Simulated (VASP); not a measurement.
# Si2Mo in VASP: single point with PBE

Aim: the single point of Si2Mo with PBE.

Everything below comes from runs of VASP 6.6.1. Logs are shortened: lines on timing, memory, paths and dates and some standing lists are left out, and cuts for length are marked.

### Step 1. The cell of the first run

The cell holds a disordered packing, 6 atoms: a = 4.317 Å, b = 4.130 Å, c = 4.880 Å, α = 81.83°, β = 86.93°, γ = 89.68°.

### Step 2. Single point, PBE, non-collinear spin, zero start, spin-orbit coupling

The input, INCAR:

```
  PREC = Accurate
  ENCUT = 520
  EDIFF = 1E-6
  ISMEAR = -1
  SIGMA = 0.05
  LREAL = F
  LASPH = T
  NELM = 150
  ALGO = Normal
  ISIF = 2
  LWAVE = F
  LCHARG = F
  MAGMOM = 0 0 0 0 0 0 0 0 0 0 0 0 0 0 0 0 0 0
  LORBIT = 11
  LSORBIT = T
  GGA_COMPAT = F
  LORBMOM = T
  LMAXMIX = 4
  GGA = PE
  NBANDS = 60
```

The input, KPOINTS:

```
Automatic mesh
0
Gamma
  4 4 3
```

The input, POSCAR:

```
Si2Mo
1.0
    4.2822350000     -0.5456250000     -0.0722480000
    0.5494970000      4.0429700000      0.6400400000
    0.3316530000     -0.1068210000      4.8679850000
Mo Si
2 4
Direct
    0.7620772819      0.7720417182      0.8478210139
    0.2971214427      0.5440930592      0.5738668275
    0.0431055103      0.2575369663     -0.0146620569
    0.8869712821      0.2231108734      0.4758882819
    0.4138619536      0.0882024770      0.2921573475
    0.8216655209      0.7420076218      0.3318383545
```

Potentials or basis: VASP PAW PBE potentials, release 64 (Mo_sv, Si).

Run with:

```console
$ cat potpaw_PBE.64/Mo_sv/POTCAR potpaw_PBE.64/Si/POTCAR > POTCAR
$ mpirun -np 1 vasp_ncl > vasp.out
```

OUTCAR:

```text
PREC = Accurate
   ENCUT = 520
   EDIFF = 1E-6
   ISMEAR = -1
   LREAL = F
   LASPH = T
   NELM = 150
   ISIF = 2
   LORBIT = 11
   LSORBIT = T
   GGA = PE

 ion  position               nearest neighbor table
   1  0.762  0.772  0.848-   6 2.38   4 2.45   3 2.47   3 2.54   6 2.54   2 2.71   2 2.83   5 3.02
                             4 3.13   5 3.28
   2  0.297  0.544  0.574-   4 2.33   3 2.40   6 2.50   5 2.50   5 2.52   6 2.58   1 2.71   1 2.83
                             4 2.91   4 3.30
   3  0.043  0.258  0.985-   5 2.29   2 2.40   4 2.44   1 2.47   1 2.54   4 2.63   6 2.67   6 2.92
                             5 3.07
   4  0.887  0.223  0.476-   6 2.18   6 2.22   2 2.33   5 2.37   3 2.44   1 2.45   5 2.49   3 2.63
                             2 2.91   1 3.13   2 3.30
   5  0.414  0.088  0.292-   6 2.26   3 2.29   4 2.37   4 2.49   2 2.50   2 2.52   6 2.92   1 3.02
                             3 3.07   1 3.28
   6  0.822  0.742  0.332-   4 2.18   4 2.22   5 2.26   1 2.38   2 2.50   1 2.54   2 2.58   3 2.67
                             5 2.92   3 2.92

  LATTYP: Found a triclinic cell.
 ALAT       =     4.8804387506
 B/A-ratio  =     0.8462429475
 C/A-ratio  =     0.8846459244
 COS(alpha) =     0.0056579352
 COS(beta)  =     0.0534759977
 COS(gamma) =     0.1421917846

  Lattice vectors:

 A1 = (  -0.3316530000,   0.1068210000,  -4.8679850000)
 A2 = (  -0.5494970000,  -4.0429700000,  -0.6400400000)
 A3 = (  -4.2822350000,   0.5456250000,   0.0722480000)

Analysis of symmetry for initial positions (statically):
=====================================================================
 Subroutine PRICEL returns:
 Original cell was already a primitive cell.

 Routine SETGRP: Setting up the symmetry group for a
 triclinic supercell.

 Subroutine GETGRP returns: Found  1 space group operations
 (whereof  1 operations were pure point group operations)
 out of a pool of  2 trial point group operations.

The static configuration has the point symmetry C_1 .

Analysis of symmetry for dynamics (positions and initial velocities):
=====================================================================
 Subroutine PRICEL returns:
 Original cell was already a primitive cell.

 Routine SETGRP: Setting up the symmetry group for a
 triclinic supercell.

 Subroutine GETGRP returns: Found  1 space group operations
 (whereof  1 operations were pure point group operations)
 out of a pool of  2 trial point group operations.

The dynamic configuration has the point symmetry C_1 .

Analysis of structural, dynamic, and magnetic symmetry:
=====================================================================
 Subroutine PRICEL returns:
 Original cell was already a primitive cell.

 Routine SETGRP: Setting up the symmetry group for a
 triclinic supercell.

 Subroutine GETGRP returns: Found  1 space group operations
 (whereof  1 operations were pure point group operations)
 out of a pool of  2 trial point group operations.

The overall configuration has the point symmetry C_1 .

 Subroutine INISYM returns: Found  1 space group operations
 (whereof  1 operations are pure point group operations),
 and found     1 'primitive' translations

----------------------------------------------------------------------------------------

                                     Primitive cell

  volume of cell :      86.0168

  direct lattice vectors                    reciprocal lattice vectors
     4.282235000 -0.545625000 -0.072248000     0.229600465 -0.028630143 -0.016270794
     0.549497000  4.042970000  0.640040000     0.030968524  0.242625020  0.003214193
     0.331653000 -0.106821000  4.867985000    -0.000664119 -0.032325118  0.204759722

  length of vectors
     4.317460250  4.130036873  4.880438751     0.231949989  0.244614556  0.207296643

  position of ions in fractional coordinates (direct lattice)
     0.762077282  0.772041718  0.847821014
     0.297121443  0.544093059  0.573866827
     0.043105510  0.257536966  0.985337943
     0.886971282  0.223110873  0.475888282
     0.413861954  0.088202477  0.292157348
     0.821665521  0.742007622  0.331838355

[... 1553 lines left out ...]
     56      14.1522      0.00000

 [... further k-points ...]

 [bands above 56 left out]

------------------------ aborting loop because EDIFF is reached ----------------------------------------

  FORCE on cell =-STRESS in cart. coord.  units (eV):
  Direction    XX          YY          ZZ          XY          YZ          ZX
  --------------------------------------------------------------------------------------
  -------------------------------------------------------------------------------------
  Total       12.4093335     16.4403718     12.5126724      1.8006181     -1.6141446      3.8584679
  in kB      231.1404654    306.2239538    233.0652901     33.5389241    -30.0656066     71.8691358
  external PRESSURE =     256.8099031 kB  Pullay stress =       0.0000000 kB

 VOLUME and BASIS-vectors are now :
 -----------------------------------------------------------------------------
  energy-cutoff  :      520.00
  volume of cell :       86.02
      direct lattice vectors                 reciprocal lattice vectors
     4.282235000 -0.545625000 -0.072248000     0.229600465 -0.028630143 -0.016270794
     0.549497000  4.042970000  0.640040000     0.030968524  0.242625020  0.003214193
     0.331653000 -0.106821000  4.867985000    -0.000664119 -0.032325118  0.204759722

 POSITION                                       TOTAL-FORCE (eV/Angst)
 -----------------------------------------------------------------------------------
      3.96881      2.61497      4.56626        -1.749480      0.440443     -0.238329
      1.76165      1.97633      3.12035         2.591824      0.566426     -0.289239
      0.65289      0.91244      4.95833        -0.842393     -0.319725     -0.366785
      4.07865      0.36724      2.39534        -0.413382     -0.766042      2.298689
      1.91762      0.09958      1.44877        -0.861819      0.292403     -0.138199
      4.03635      2.51615      2.03093         1.275251     -0.213505     -1.266137
 -----------------------------------------------------------------------------------
    total drift:                                0.000079      0.000107     -0.000215

  FREE ENERGIE OF THE ION-ELECTRON SYSTEM (eV)
  ---------------------------------------------------
  free  energy   TOTEN  =       -39.6118572329 eV

  energy  without entropy=      -39.5835401944  energy(sigma->0) =      -39.59769871

 orbital moment (x)

 # of ion     p       d       tot
 ----------------------------------------
  1        -0.000   0.000   0.000
  2         0.000   0.000   0.000
  3         0.000   0.000   0.000
  4        -0.000   0.000  -0.000
  5        -0.000   0.000  -0.000
  6         0.000   0.000   0.000
 ----------------------------------------
            0.000   0.000   0.000

 orbital moment (y)

 # of ion     p       d       tot
 ----------------------------------------
  1         0.000   0.000   0.000
  2        -0.000  -0.000  -0.000
  3         0.000   0.000   0.000
  4         0.000   0.000   0.000
  5        -0.000   0.000  -0.000
  6         0.000   0.000   0.000
 ----------------------------------------
            0.000  -0.000  -0.000

 orbital moment (z)

 # of ion     p       d       tot
 ----------------------------------------
  1        -0.000   0.000   0.000
  2        -0.000   0.000   0.000
  3        -0.000   0.000  -0.000
  4        -0.000   0.000  -0.000
  5        -0.000   0.000  -0.000
  6         0.000   0.000   0.000
 ----------------------------------------
           -0.000   0.000   0.000

 Spin-Orbit-Coupling matrix elements

 Ion:    1  E_soc:     -0.2066884
 l=   1
     0.0000000    -0.0304818    -0.0306055
    -0.0304818     0.0000000    -0.0305839
    -0.0306055    -0.0305839     0.0000000
 l=   2
     0.0000000    -0.0006570     0.0000000    -0.0007395    -0.0032858
    -0.0006570     0.0000000    -0.0021958    -0.0007692    -0.0008340
     0.0000000    -0.0021958     0.0000000    -0.0022797     0.0000000
    -0.0007395    -0.0007692    -0.0022797     0.0000000    -0.0009120
    -0.0032858    -0.0008340     0.0000000    -0.0009120     0.0000000
 l=   3
     0.0000000     0.0000000     0.0000000     0.0000000     0.0000000     0.0000000     0.0000000
     0.0000000     0.0000000     0.0000000     0.0000000     0.0000000     0.0000000     0.0000000
     0.0000000     0.0000000     0.0000000     0.0000000     0.0000000     0.0000000     0.0000000
     0.0000000     0.0000000     0.0000000     0.0000000     0.0000000     0.0000000     0.0000000
[... 89 lines left out ...]
 l=   2
     0.0000000     0.0000000     0.0000000     0.0000000     0.0000000
     0.0000000     0.0000000     0.0000000     0.0000000     0.0000000
     0.0000000     0.0000000     0.0000000     0.0000000     0.0000000
     0.0000000     0.0000000     0.0000000     0.0000000     0.0000000
     0.0000000     0.0000000     0.0000000     0.0000000     0.0000000
 l=   3
     0.0000000     0.0000000     0.0000000     0.0000000     0.0000000     0.0000000     0.0000000
     0.0000000     0.0000000     0.0000000     0.0000000     0.0000000     0.0000000     0.0000000
     0.0000000     0.0000000     0.0000000     0.0000000     0.0000000     0.0000000     0.0000000
     0.0000000     0.0000000     0.0000000     0.0000000     0.0000000     0.0000000     0.0000000
     0.0000000     0.0000000     0.0000000     0.0000000     0.0000000     0.0000000     0.0000000
     0.0000000     0.0000000     0.0000000     0.0000000     0.0000000     0.0000000     0.0000000
     0.0000000     0.0000000     0.0000000     0.0000000     0.0000000     0.0000000     0.0000000

 total charge

# of ion       s       p       d       tot
------------------------------------------
    1        2.330   6.140   4.230  12.700
    2        2.341   6.174   4.323  12.839
    3        0.791   0.913   0.000   1.703
    4        0.780   1.002   0.000   1.782
    5        0.781   0.903   0.000   1.684
    6        0.769   1.033   0.000   1.801
--------------------------------------------------
tot          7.791  16.165   8.553  32.509

 magnetization (x)

# of ion       s       p       d       tot
------------------------------------------
    1       -0.000  -0.000  -0.000  -0.000
    2        0.000  -0.000   0.000   0.000
    3       -0.000  -0.000   0.000  -0.000
    4        0.000   0.000   0.000   0.000
    5       -0.000   0.000   0.000  -0.000
    6       -0.000   0.000   0.000   0.000
--------------------------------------------------
tot         -0.000  -0.000  -0.000  -0.000

 magnetization (y)

# of ion       s       p       d       tot
------------------------------------------
    1        0.000   0.000   0.000   0.000
    2       -0.000   0.000   0.000   0.000
    3       -0.000  -0.000   0.000  -0.000
    4       -0.000  -0.000   0.000  -0.000
    5       -0.000  -0.000   0.000  -0.000
    6       -0.000  -0.000   0.000  -0.000
--------------------------------------------------
tot         -0.000  -0.000   0.000   0.000

 magnetization (z)

# of ion       s       p       d       tot
------------------------------------------
    1       -0.000  -0.000  -0.000  -0.000
    2       -0.000  -0.000  -0.000  -0.000
    3       -0.000  -0.000   0.000  -0.000
    4       -0.000  -0.000   0.000  -0.000
    5       -0.000  -0.000   0.000  -0.000
    6       -0.000  -0.000   0.000  -0.000
--------------------------------------------------
tot         -0.000  -0.000  -0.000  -0.000
```

It took 3.1 min on 1 thread of Intel Xeon Platinum 8481C at 2.70GHz (Sapphire Rapids), shared host; peak memory 0.53 GiB.

What came out:

| Quantity | Value |
| --- | --- |
| Free energy | -39.6119 eV |
| Pressure | 25.7 GPa |
| Largest force | 2.669 eV/Å |
| Net moment | 0.00 μB per cell |
| Valence electrons inside the program's atomic spheres | Mo 12.70, 12.84; Si 1.70, 1.78, 1.68, 1.80 |

Forces in eV/Å, atoms in the order of the input:
```
Mo  -1.749  0.440 -0.238
Mo   2.592  0.566 -0.289
Si  -0.842 -0.320 -0.367
Si  -0.413 -0.766  2.299
Si  -0.862  0.292 -0.138
Si   1.275 -0.214 -1.266
```

Moments on the atoms (μB; x, y, z):
```
Mo  0.00 0.00 0.00
Mo  0.00 0.00 0.00
Si  0.00 0.00 0.00
Si  0.00 0.00 0.00
Si  0.00 0.00 0.00
Si  0.00 0.00 0.00
```

Caveat: the k points lie up to 0.43 Å⁻¹ apart.
